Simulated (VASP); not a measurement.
A run of VASP 6.6.1 is set up as follows.

File POSCAR:

```
ZrH3
1.0
    3.1260380000      0.0000000000      0.0000000000
    0.0000000000      3.1260380000      0.0000000000
    0.0000000000      0.0000000000      3.1260380000
Zr H
1 3
Direct
    0.0000000000      0.0000000000      0.0000000000
    0.0000000000      0.5000000000      0.5000000000
    0.5000000000      0.0000000000      0.5000000000
    0.5000000000      0.5000000000      0.0000000000
```

INCAR.step1

```
PREC     = Accurate       # precision mode
ENCUT    = 520            # plane-wave cutoff, eV
ISMEAR   = -1             # smearing method
SIGMA    = 0.3            # smearing width, eV
LREAL    = F              # projectors in reciprocal space
LASPH    = T              # aspherical terms in the spheres
NELM     = 100            # most SCF steps
NBANDS   = 16             # bands
GGA      = PE             # functional
ALGO     = Normal         # electronic algorithm
EDIFF    = 1E-4           # SCF threshold, eV
LWAVE    = T              # write WAVECAR
LCHARG   = F              # write CHGCAR
```

The input INCAR.step2:

```
PREC     = Accurate       # precision mode
ENCUT    = 520            # plane-wave cutoff, eV
EDIFF    = 1E-6           # SCF threshold, eV
ISMEAR   = -1             # smearing method
SIGMA    = 0.3            # smearing width, eV
LREAL    = F              # projectors in reciprocal space
LASPH    = T              # aspherical terms in the spheres
NELM     = 100            # most SCF steps
ALGO     = Normal         # electronic algorithm
ISIF     = 2              # what is computed and relaxed
LWAVE    = F              # write WAVECAR
LCHARG   = F              # write CHGCAR
METAGGA  = R2SCAN         # meta-GGA
LMIXTAU  = T            
IVDW     = 12             # dispersion correction
VDW_S6   = 1.0          
VDW_S8   = 0.78981345   
VDW_A1   = 0.49484001   
VDW_A2   = 5.73083694   
NBANDS   = 16             # bands
ISTART   = 1
```

The input KPOINTS:

```
regular mesh
0
Gamma
  6 6 6
```

Potentials or basis: VASP PAW PBE potentials, release 64 (Zr_sv, H).

Command:

```console
$ cat potpaw_PBE.64/Zr_sv/POTCAR potpaw_PBE.64/H/POTCAR > POTCAR
$ cp INCAR.step1 INCAR
$ mpirun -np 1 vasp_std > vasp.out
$ cp INCAR.step2 INCAR
$ mpirun -np 1 vasp_std > vasp.out
```

(1) Predict the dispersion energy per atom.

(2) Predict the pressure.

## Answers

(1) -0.099 eV.

(2) -3.2 GPa.

Caveat: three body term missing; the PAW data sets were made with another functional, which shifts forces and pressure a little; pairwise dispersion overbinds metals, which lowers pressure and volume.
